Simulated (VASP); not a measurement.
# CuO (P6_3/mmc) in VASP: notebook, part 2 of 2

VASP 6.6.1. Earlier steps stand in the parts before.

**3. Relaxation of cell and atoms, PBEsol, target pressure 2 GPa, at which the enthalpy is minimised**

The input, INCAR:

```
SYSTEM = CuO
PREC = Accurate ; ENCUT = 600
EDIFF = 1E-7 ; ISMEAR = -1
SIGMA = 0.05 ; LREAL = .FALSE.
LASPH = .TRUE. ; NELM = 60
ALGO = Normal ; ISIF = 3
LWAVE = .FALSE. ; LCHARG = .FALSE.
GGA = PS ; IBRION = 2
NSW = 60 ; EDIFFG = -0.01
PSTRESS = 20.0
```

The input, KPOINTS:

```
regular mesh
0
G
  10 10 6
  0 0 0
```

The input, POSCAR:

```
CuO
1.0
    3.1795331000      0.0000000000      0.0000000000
   -1.5897665500      2.7535564400      0.0000000000
    0.0000000000      0.0000000000      4.4314907300
Cu O
2 2
Direct
    0.0000000000      0.0000000000      0.0000000000
    0.0000000000      0.0000000000      0.5000000000
    0.3333333333      0.6666666667      0.2500000000
    0.6666666667      0.3333333333      0.7500000000
```

Potentials or basis: VASP PAW PBE potentials, release 64 (Cu, O).

Launch:

```bash
$ cat potpaw_PBE.64/Cu/POTCAR potpaw_PBE.64/O/POTCAR > POTCAR
$ mpirun -np 1 vasp_std > vasp.out
```

OUTCAR:

```text
SYSTEM = CuO
   PREC = Accurate
   ENCUT = 600
   EDIFF = 1E-7
   ISMEAR = -1
   LREAL = .FALSE.
   LASPH = .TRUE.
   NELM = 60
   ISIF = 3
   GGA = PS
   IBRION = 2
   NSW = 60
   EDIFFG = -0.01
   PSTRESS = 20.0

 ion  position               nearest neighbor table
   1  0.000  0.000  0.000-   3 2.14   4 2.14   4 2.14   3 2.14   4 2.14   3 2.14   2 2.22   2 2.22

   2  0.000  0.000  0.500-   3 2.14   4 2.14   4 2.14   3 2.14   4 2.14   3 2.14   1 2.22   1 2.22

   3  0.333  0.667  0.250-   1 2.14   2 2.14   1 2.14   2 2.14   1 2.14   2 2.14
   4  0.667  0.333  0.750-   1 2.14   2 2.14   1 2.14   2 2.14   1 2.14   2 2.14

  LATTYP: Found a hexagonal cell.
 ALAT       =     3.1795331000
 C/A-ratio  =     1.3937551806

  Lattice vectors:

 A1 = (   3.1795331000,   0.0000000000,   0.0000000000)
 A2 = (  -1.5897665500,   2.7535564400,   0.0000000000)
 A3 = (   0.0000000000,   0.0000000000,   4.4314907300)

Analysis of symmetry for initial positions (statically):
=====================================================================
 Subroutine PRICEL returns:
 Original cell was already a primitive cell.

 Routine SETGRP: Setting up the symmetry group for a
 hexagonal supercell.
[... 177 lines left out ...]

  FORCE on cell =-STRESS in cart. coord.  units (eV):
  Direction    XX          YY          ZZ          XY          YZ          ZX
  --------------------------------------------------------------------------------------
  -------------------------------------------------------------------------------------
  Total       -4.2776778     -4.2776778      6.8032866      0.0000000      0.0000000      0.0000000
  in kB     -176.6491190   -176.6491194    280.9455596      0.0000000      0.0000000      0.0000000
  external PRESSURE =     -44.1175596 kB  Pullay stress =      20.0000000 kB
[... 187 lines left out ...]
--------------------------------------- Ionic step        6  -------------------------------------------

 number of electron      34.0000001 magnetization

 Free energy of the ion-electron system (eV)
  ---------------------------------------------------
  ext. energy  EPLUGINS =         0.00000000
  ---------------------------------------------------
  free energy    TOTEN  =       -20.71886163 eV

  energy without entropy =      -20.68901925  energy(sigma->0) =      -20.70394044

 E-fermi :   6.5990     XC(G=0): -12.8698

 val. band max:        6.5936654226   @ k =   0.4000   0.2000   0.0000
 cond. band min:       6.6031436870   @ k =   0.5000   0.0000   0.3333
 fundamental gap:      0.0094782644
 Fermi energy:         6.5989869210

 k-point     1 :       0.0000    0.0000    0.0000
  band No.  band energies     occupation
      1     -13.2980      2.00000
      2     -12.0199      2.00000
      3      -1.4856      2.00000
      4       1.4794      2.00000
      5       1.4794      2.00000
      6       2.9151      2.00000
[... 565 lines left out ...]
     20      14.3944      0.00000
     21      15.4507      0.00000

 [... further k-points ...]

------------------------ aborting loop because EDIFF is reached ----------------------------------------

  FORCE on cell =-STRESS in cart. coord.  units (eV):
  Direction    XX          YY          ZZ          XY          YZ          ZX
  --------------------------------------------------------------------------------------
  -------------------------------------------------------------------------------------
  Total        0.4530856      0.4530856      0.4569961      0.0000000      0.0000000      0.0000000
  in kB       19.8324317     19.8324317     20.0036045      0.0000000      0.0000000      0.0000000
  external PRESSURE =      -0.1105107 kB  Pullay stress =      20.0000000 kB
[... 23 lines left out ...]
  energy  without entropy=      -20.6890192542  energy(sigma->0) =      -20.70394044

  enthalpy is  TOTEN    =       -20.2619478438 eV   P V=        0.4569137832

 reached required accuracy - stopping structural energy minimisation
```

OSZICAR:

```text
N       E                     dE             d eps       ncg     rms          rms(c)
DAV:   1     0.312929839235E+03    0.31293E+03   -0.18649E+04  2480   0.291E+03
DAV:   2     0.198413806136E+02   -0.29309E+03   -0.28113E+03  2375   0.468E+02
DAV:   3    -0.235292253716E+02   -0.43371E+02   -0.40815E+02  3260   0.194E+02
[... 68 lines left out ...]
DAV:   5    -0.207193590724E+02    0.10850E-02   -0.83640E-03  3837   0.146E+00    0.166E-01
DAV:   6    -0.207188523437E+02    0.50673E-03   -0.15062E-03  4084   0.583E-01    0.262E-02
DAV:   7    -0.207188630467E+02   -0.10703E-04   -0.16122E-04  3092   0.143E-01    0.976E-03
DAV:   8    -0.207188620615E+02    0.98519E-06   -0.99511E-06  4523   0.877E-02    0.596E-03
DAV:   9    -0.207188616184E+02    0.44308E-06   -0.14470E-06  3562   0.153E-02    0.215E-03
DAV:  10    -0.207188616270E+02   -0.85502E-08   -0.31534E-07  2102   0.513E-03
   6 F= -.20261948E+02 E0= -.20247027E+02  d E =-.982365E-02
```

It took 2.7 min on 1 thread of Intel Xeon 6975P-C (Granite Rapids), shared host; peak memory 0.2 GiB.

Results:

| Quantity | Value |
| --- | --- |
| Free energy | -20.7189 eV |
| Relaxed volume | 9.15 Å³/atom |
| Relaxed cell | a = 2.902 Å, b = 2.902 Å, c = 5.018 Å, α = 90.00°, β = 90.00°, γ = 120.00° |
| Space group after relaxing (to 0.1 Å) | P6_3/mmc (No. 194) |
| Energy change on relaxing (the run minimises the enthalpy) | -182.4 meV/atom |
| Ionic steps | 6 |
| Pressure after relaxing | 2.0 GPa |
| Band gap on the k mesh | zero (bands 17 and 18 overlap by 1.06 eV) |

The path:
| step | energy change (eV) | largest force (eV/Å) | pressure (GPa) | volume (Å³) |
| --- | --- | --- | --- | --- |
| 1 | 0.0000 | 0.0000 | -2.41 | 38.80 |
| 2 | -0.6376 | 0.0000 | 1.33 | 37.10 |
| 3 | -0.7080 | 0.0000 | 6.82 | 35.82 |
| 4 | -0.7110 | 0.0000 | 6.36 | 35.92 |
| 5 | -0.7286 | 0.0000 | -1.97 | 37.30 |
| 6 | -0.7294 | 0.0000 | 1.99 | 36.60 |

Final structure:
```yaml
crystal:
  lattice:
    - [2.90219, 0.00000, 0.00000]
    - [-1.45109, 2.51337, 0.00000]
    - [0.00000, 0.00000, 5.01802]
  atoms:
    - { symbol: Cu, position: [0.00000, 0.00000, 0.00000] }
    - { symbol: Cu, position: [0.00000, 0.00000, 0.50000] }
    - { symbol: O, position: [0.33333, 0.66667, 0.25000] }
    - { symbol: O, position: [0.66667, 0.33333, 0.75000] }
```

Caveat: the cell is relaxed towards a set pressure, so the run minimises the enthalpy, not the energy; the PAW data sets were made with another functional, which shifts forces and pressure a little; semilocal functionals often make such compounds metallic where correlation or magnetic order opens a gap, which also shifts bond lengths.

**4. Relaxation of cell and atoms, PBEsol, target pressure 5 GPa, at which the enthalpy is minimised**

The input, INCAR:

```
PREC = Accurate
ENCUT = 600
EDIFF = 1E-6
ISMEAR = -1
SIGMA = 0.05
LREAL = F
LASPH = T
NELM = 60
ALGO = Normal
ISIF = 3
LWAVE = F
LCHARG = F
GGA = PS
IBRION = 2
NSW = 60
EDIFFG = -0.01
PSTRESS = 50.0
```

The input, KPOINTS:

```
Automatic mesh
0
Gamma
  10 10 6
```

POSCAR is that of step 3.

Launch:

```bash
$ cat potpaw_PBE.64/Cu/POTCAR potpaw_PBE.64/O/POTCAR > POTCAR
$ mpirun -np 1 vasp_std > vasp.out
```

Run time: 3 min. Hardware: 1 thread of Intel Xeon 6975P-C (Granite Rapids), shared host; peak memory 0.2 GiB.

Results (log left out):

```
Free energy                                                : -20.7076 eV
Relaxed volume                                             : 9.02 Å³/atom
Relaxed cell                                               : a = 2.886 Å, b = 2.886 Å, c = 5.002 Å, α = 90.00°, β = 90.00°, γ = 120.00°
Space group after relaxing (to 0.1 Å)                      : P6_3/mmc (No. 194)
Energy change on relaxing (the run minimises the enthalpy) : -179.5 meV/atom
Ionic steps                                                : 8
Pressure after relaxing                                    : 5.0 GPa
Band gap on the k mesh                                     : zero (bands 17 and 18 overlap by 1.08 eV)
```

Stress tensor (GPa, compression positive):
```
4.91 0.00 0.00
0.00 4.91 0.00
0.00 0.00 5.09
```

Step by step:
```
step  energy change (eV)  largest force (eV/Å)  pressure (GPa)  volume (Å³)
   1              0.0000                0.0000           -2.42        38.80
   2             -0.6145                0.0000            7.25        36.11
   3             -0.6339                0.0000           14.07        34.90
   4             -0.7257                0.0000           -2.27        37.30
   5             -0.7212                0.0000            4.42        36.21
   6             -0.7203                0.0000            4.55        36.18
   7             -0.7190                0.0000            5.04        36.12
   8             -0.7182                0.0000            4.97        36.09
```

Final structure:
```
Cu O
1.0
     2.88636    0.00000    0.00000
    -1.44318    2.49966    0.00000
     0.00000    0.00000    5.00159
Cu O
2 2
Direct
  0.00000 0.00000 0.00000
  0.00000 0.00000 0.50000
  0.33333 0.66667 0.25000
  0.66667 0.33333 0.75000
```

Levels at points of the mesh, in eV from the Fermi level:
```
           k point  band 14  band 15  band 16  band 17  band 18  band 19  band 20  band 21
(0.00, 0.00, 0.00)    -1.95    -1.95    -1.13     0.55     0.55     1.47     5.99     9.34
(0.50, 0.00, 0.00)    -1.86    -1.52    -1.40     0.38     0.58     6.35     8.02     8.25
(0.00, 0.00, 0.50)    -2.28    -0.35    -0.35    -0.35    -0.35     4.28     4.28    11.65
(0.50, 0.00, 0.50)    -1.74    -0.59    -0.59    -0.44    -0.44     5.99     5.99    10.26
```

Caveat: the cell is relaxed towards a set pressure, so the run minimises the enthalpy, not the energy; the PAW data sets were made with another functional, which shifts forces and pressure a little; semilocal functionals often make such compounds metallic where correlation or magnetic order opens a gap, which also shifts bond lengths. With open d or f shells a metallic result of PBEsol can be an artefact of self-interaction; +U or a hybrid may open a gap.

**5. Summary**

```csv
cell,gap on the mesh (eV),pressure (GPa)
relaxed,none,0.0
relaxed to 2 GPa,none,2.0
relaxed to 5 GPa,none,5.0
```

Alike in all rows: task relaxation of cell and atoms; level PBEsol; potentials or basis VASP PAW PBE potentials, release 64 (Cu, O); no spin polarisation; k mesh 10 × 10 × 6; cutoff (eV) 600; smearing fermi-dirac 0.05 eV.

Caveats: the PAW data sets were made with another functional, which shifts forces and pressure a little; semilocal functionals often make such compounds metallic where correlation or magnetic order opens a gap, which also shifts bond lengths; the cell is relaxed towards a set pressure, so the run minimises the enthalpy, not the energy (at least some runs).

Absolute energies hang on the potentials; compare differences alone.
